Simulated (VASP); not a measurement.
# Hf (Pm-3m) in VASP: notebook, part 2 of 2

VASP 6.6.1.

## (3) Single point, PBE (volume scaled by 0.45)

Input file INCAR:

```
SYSTEM = Hf
  PREC = Accurate
  ENCUT = 520
  EDIFF = 1E-7
  ISMEAR = -1
  SIGMA = 0.08
  LREAL = .False.
  LASPH = .True.
  NELM = 60
  ALGO = Normal
  ISIF = 2
  LWAVE = .False.
  LCHARG = .False.
  GGA = PE
  NBANDS = 11
```

Input file KPOINTS:

```
regular mesh
0
Gamma
  15 15 15
  0 0 0
```

Input file POSCAR:

```
Hf
1.0
    2.2357926480      0.0000000000      0.0000000000
    0.0000000000      2.2357926480      0.0000000000
    0.0000000000      0.0000000000      2.2357926480
Hf
1
Direct
    0.0000000000      0.0000000000      0.0000000000
```

Potentials or basis: VASP PAW PBE potentials, release 64 (Hf_pv).

Launch:

```sh
cat potpaw_PBE.64/Hf_pv/POTCAR > POTCAR
mpirun -np 1 vasp_std > vasp.out
```

OUTCAR:

```text
SYSTEM = Hf
   PREC = Accurate
   ENCUT = 520
   EDIFF = 1E-7
   ISMEAR = -1
   LREAL = .False.
   LASPH = .True.
   NELM = 60
   ISIF = 2
   GGA = PE

 ion  position               nearest neighbor table
   1  0.000  0.000  0.000-

  LATTYP: Found a simple cubic cell.
 ALAT       =     2.2357926480

  Lattice vectors:

 A1 = (   2.2357926480,   0.0000000000,   0.0000000000)
 A2 = (   0.0000000000,   2.2357926480,   0.0000000000)
 A3 = (   0.0000000000,   0.0000000000,   2.2357926480)

Analysis of symmetry for initial positions (statically):
=====================================================================
 Subroutine PRICEL returns:
 Original cell was already a primitive cell.

 Routine SETGRP: Setting up the symmetry group for a
 simple cubic supercell.

 Subroutine GETGRP returns: Found 48 space group operations
 (whereof 48 operations were pure point group operations)
 out of a pool of 48 trial point group operations.

The static configuration has the point symmetry O_h .

Analysis of symmetry for dynamics (positions and initial velocities):
=====================================================================
 Subroutine PRICEL returns:
 Original cell was already a primitive cell.

 Routine SETGRP: Setting up the symmetry group for a
 simple cubic supercell.

 Subroutine GETGRP returns: Found 48 space group operations
 (whereof 48 operations were pure point group operations)
 out of a pool of 48 trial point group operations.

The dynamic configuration has the point symmetry O_h .

 Subroutine INISYM returns: Found 48 space group operations
 (whereof 48 operations are pure point group operations),
 and found     1 'primitive' translations

----------------------------------------------------------------------------------------

                                     Primitive cell

  volume of cell :      11.1762

  direct lattice vectors                    reciprocal lattice vectors
     2.235792648  0.000000000  0.000000000     0.447268668  0.000000000  0.000000000
     0.000000000  2.235792648  0.000000000     0.000000000  0.447268668  0.000000000
     0.000000000  0.000000000  2.235792648     0.000000000  0.000000000  0.447268668

  length of vectors
     2.235792648  2.235792648  2.235792648     0.447268668  0.447268668  0.447268668

  position of ions in fractional coordinates (direct lattice)
     0.000000000  0.000000000  0.000000000

  ion indices of the primitive-cell ions
   primitive index   ion index
                 1           1

----------------------------------------------------------------------------------------

 KPOINTS: regular mesh

Automatic generation of k-mesh.
 Grid dimensions read from file:
 generate k-points for:   15   15   15

 Generating k-lattice:

  Cartesian coordinates                     Fractional coordinates (reciprocal lattice)
     0.029817911  0.000000000  0.000000000     0.066666667  0.000000000  0.000000000
     0.000000000  0.029817911  0.000000000     0.000000000  0.066666667  0.000000000
     0.000000000  0.000000000  0.029817911     0.000000000  0.000000000  0.066666667

  Length of vectors
     0.029817911  0.029817911  0.029817911

  Shift w.r.t. Gamma in fractional coordinates (k-lattice)
     0.000000000  0.000000000  0.000000000

 Subroutine IBZKPT returns following result:
 ===========================================

 Found    120 irreducible k-points:

 Following reciprocal coordinates:
            Coordinates               Weight
  0.000000  0.000000  0.000000      1.000000
  0.066667  0.000000  0.000000      6.000000
  0.133333  0.000000  0.000000      6.000000
  0.200000  0.000000  0.000000      6.000000
  0.266667  0.000000  0.000000      6.000000
  0.333333  0.000000  0.000000      6.000000
[... 16 lines left out ...]
  0.266667  0.200000  0.000000     24.000000
  0.333333  0.200000  0.000000     24.000000
 [... further k-points ...]
   k-points           NKPTS =    120   k-points in BZ     NKDIM =    120   number of bands    NBANDS=     11
   number of dos      NEDOS =    301   number of ions     NIONS =      1
   total plane-waves  NPLWV =   5832
   dimension x,y,z NGX =    18 NGY =   18 NGZ =   18
   dimension x,y,z NGXF=    36 NGYF=   36 NGZF=   36
   ions per type =               1
   NGX,Y,Z   is equivalent  to a cutoff of  13.38, 13.38, 13.38 a.u.
   NGXF,Y,Z  is equivalent  to a cutoff of  26.77, 26.77, 26.77 a.u.
 SYSTEM =  Hf
   PREC   = accura    normal or accurate (medium, high low for compatibility)
   ISTART =      0    job   : 0-new  1-cont  2-samecut
   ICHARG =      2    charge: 1-file 2-atom 10-const
   ISPIN  =      1    spin polarized calculation?
   LNONCOLLINEAR =      F non collinear calculations
   LSORBIT =      F    spin-orbit coupling
   LASPH  =      T    aspherical Exc in radial PAW
   ENCUT  =  520.0 eV  38.22 Ry    6.18 a.u.   4.16  4.16  4.16*2*pi/ulx,y,z
   NELM   =     60;   NELMIN=  2; NELMDL= -5     # of ELM steps
   EDIFF  = 0.1E-06   stopping-criterion for ELM
   LREAL  =      F    real-space projection
   EDIFFG = 0.1E-05   stopping-criterion for IOM
   NSW    =      0    number of steps for IOM
   IBRION =     -1    ionic relax: 0-MD 1-quasi-New 2-CG
   NFREE  =      0    steps in history (QN), initial steepest desc. (CG)
   ISIF   =      2    stress and relaxation
   ISYM   =      2    0-nonsym 1-usesym 2-fastsym
   POTIM  = 0.5000    time-step for ionic-motion
   TEBEG  =    0.0;   TEEND  =   0.0 temperature during run
   PSTRESS=    0.0 pullay stress
   NELECT =      10.0000    total number of electrons
   NUPDOWN=      -1.0000    fix difference up-down
   EMIN   =  10.00;   EMAX   =-10.00  energy-range for DOS
   EFERMI =   0.00;   METHOD = LEGACY
   ISMEAR =    -1;   SIGMA  =   0.08  broadening in eV -4-tet -1-fermi 0-gaus
   EFERMI_NEDOS =   21; number of points for ismear=-14 and -15
   IALGO  =     38    algorithm
   IMIX   =      4    mixing-type and parameters
     AMIX     =   0.40;   BMIX     =  1.00
     AMIX_MAG =   1.60;   BMIX_MAG =  1.00
  volume/ion in A,a.u.               =      11.18        75.42
  Fermi-wavevector in a.u.,A,eV,Ry     =   1.577526  2.981093 33.859317  2.488590
  Thomas-Fermi vector in A             =   2.678195
   LORBIT       =      0    0 simple, 1 ext, 2 COOP (PROOUT), +10 PAW based schemes
   GGA     = PE    functional components
[... 5 lines left out ...]
 non-spin polarized calculation
  energy-cutoff  :      520.00
  volume of cell :       11.18
 maximum number of plane-waves:       308
 NGX is ok and might be reduce to    18
   NGX =  9   NGY =  9   NGZ =  9

 number of electron      10.0000000 magnetization

 number of electron       9.9999997 magnetization

 Free energy of the ion-electron system (eV)
  ---------------------------------------------------
  ext. energy  EPLUGINS =         0.00000000
  ---------------------------------------------------
  free energy    TOTEN  =        -3.07681566 eV

  energy without entropy =       -3.06021959  energy(sigma->0) =       -3.06851762

 E-fermi :  10.5529     XC(G=0): -14.8091

 val. band max:       10.5263900233   @ k =   0.3333   0.2667   0.1333
 cond. band min:      10.5606310602   @ k =   0.4667   0.1333   0.0000
 fundamental gap:      0.0342410368
 Fermi energy:        10.5529332472

 k-point     1 :       0.0000    0.0000    0.0000
  band No.  band energies     occupation
      1     -17.0329      2.00000
      2     -17.0329      2.00000
      3     -17.0329      2.00000
      4       2.8047      2.00000
      5       5.5750      2.00000
      6       5.5750      2.00000
      7      24.6752      0.00000
      8      24.6752      0.00000
      9      24.6752      0.00000
     10      25.2652      0.00000
     11      33.5936      0.00000

 k-point     2 :       0.0667    0.0000    0.0000
  band No.  band energies     occupation
      1     -17.4620      2.00000
      2     -17.0000      2.00000
      3     -17.0000      2.00000
      4       3.1054      2.00000
      5       5.6549      2.00000
      6       6.0836      2.00000
      7      23.8396      0.00000
      8      23.8396      0.00000
      9      24.7260      0.00000
     10      25.2588      0.00000
     11      32.4372      0.00000
[... 295 lines left out ...]
 k-point    24 :       0.3333    0.2000    0.0000
  band No.  band energies     occupation
      1     -22.2633      2.00000
      2     -19.2065      2.00000
      3     -16.1817      2.00000
      4       7.0537      2.00000
      5       8.6802      2.00000
      6      13.0940      0.00000
      7      17.2275      0.00000
      8      17.9065      0.00000
      9      21.4636      0.00000
     10      25.1337      0.00000
     11      28.4453      0.00000

 [... further k-points ...]

------------------------ aborting loop because EDIFF is reached ----------------------------------------

  FORCE on cell =-STRESS in cart. coord.  units (eV):
  Direction    XX          YY          ZZ          XY          YZ          ZX
  --------------------------------------------------------------------------------------
  -------------------------------------------------------------------------------------
  Total       18.8993152     18.8993152     18.8993152      0.0000000      0.0000000      0.0000000
  in kB     2709.3310842   2709.3310842   2709.3310842      0.0000000      0.0000000      0.0000000
  external PRESSURE =    2709.3310842 kB  Pullay stress =       0.0000000 kB

 VOLUME and BASIS-vectors are now :
 -----------------------------------------------------------------------------
  energy-cutoff  :      520.00
  volume of cell :       11.18
      direct lattice vectors                 reciprocal lattice vectors
     2.235792648  0.000000000  0.000000000     0.447268668  0.000000000  0.000000000
     0.000000000  2.235792648  0.000000000     0.000000000  0.447268668  0.000000000
     0.000000000  0.000000000  2.235792648     0.000000000  0.000000000  0.447268668

 POSITION                                       TOTAL-FORCE (eV/Angst)
 -----------------------------------------------------------------------------------
      0.00000      0.00000      0.00000         0.000000      0.000000      0.000000
 -----------------------------------------------------------------------------------
    total drift:                               -0.000000      0.000000      0.000000

  FREE ENERGIE OF THE ION-ELECTRON SYSTEM (eV)
  ---------------------------------------------------
  free  energy   TOTEN  =        -3.0768156562 eV

  energy  without entropy=       -3.0602195887  energy(sigma->0) =       -3.06851762
```

OSZICAR:

```text
N       E                     dE             d eps       ncg     rms          rms(c)
DAV:   1     0.232453272870E+02    0.23245E+02   -0.60482E+03  2728   0.924E+02
DAV:   2    -0.286503108455E+01   -0.26110E+02   -0.24709E+02  3083   0.176E+02
DAV:   3    -0.325144753928E+01   -0.38642E+00   -0.38314E+00  3037   0.149E+01
DAV:   4    -0.325178862555E+01   -0.34109E-03   -0.34107E-03  2841   0.554E-01
DAV:   5    -0.325178895687E+01   -0.33132E-06   -0.33003E-06  3049   0.161E-02    0.742E+01
DAV:   6    -0.312310908988E+01    0.12868E+00   -0.35254E-02  2778   0.134E+00    0.441E+01
DAV:   7    -0.307698838421E+01    0.46121E-01   -0.54369E-02  2807   0.156E+00    0.105E+00
DAV:   8    -0.307681434085E+01    0.17404E-03   -0.14173E-03  2774   0.322E-01    0.243E-01
DAV:   9    -0.307681759318E+01   -0.32523E-05   -0.51082E-05  3007   0.612E-02    0.302E-02
DAV:  10    -0.307681566189E+01    0.19313E-05   -0.50430E-06  2844   0.197E-02    0.607E-03
DAV:  11    -0.307681565619E+01    0.57016E-08   -0.11918E-07  1859   0.328E-03
   1 F= -.30768157E+01 E0= -.30685176E+01  d E =-.165961E-01
```

stdout:

```text
POSCAR found type information on POSCAR Hf
 POSCAR found :  1 types and       1 ions
 scaLAPACK will be used
 LDA part: xc-table for (Slater+PW92), standard interpolation
 POSCAR, INCAR and KPOINTS ok, starting setup
 FFT: planning ... GRIDC
 FFT: planning ... GRID_SOFT
 FFT: planning ... GRID
 WAVECAR not read
 entering main loop
```

Wall time 16 s (1 thread of Intel Xeon Platinum 8259CL at 2.50GHz (Skylake/Cascade Lake), shared host); peak memory 0.13 GiB.

What came out:

| Item | Value |
| --- | --- |
| Free energy | -3.0768 eV |
| Pressure | 270.9 GPa |
| Band gap on the k mesh | zero (band 5 reaches 12.75 eV, above the bottom of band 6 at 5.05 eV) |

Levels at points of the mesh, in eV from the Fermi level:
| k point | band 2 | band 3 | band 4 | band 5 | band 6 | band 7 | band 8 | band 9 |
| --- | --- | --- | --- | --- | --- | --- | --- | --- |
| (0.00, 0.00, 0.00) | -27.59 | -27.59 | -7.75 | -4.98 | -4.98 | 14.12 | 14.12 | 14.12 |

Caveat: spin-orbit coupling is left out, which moves the levels of the heavy elements.
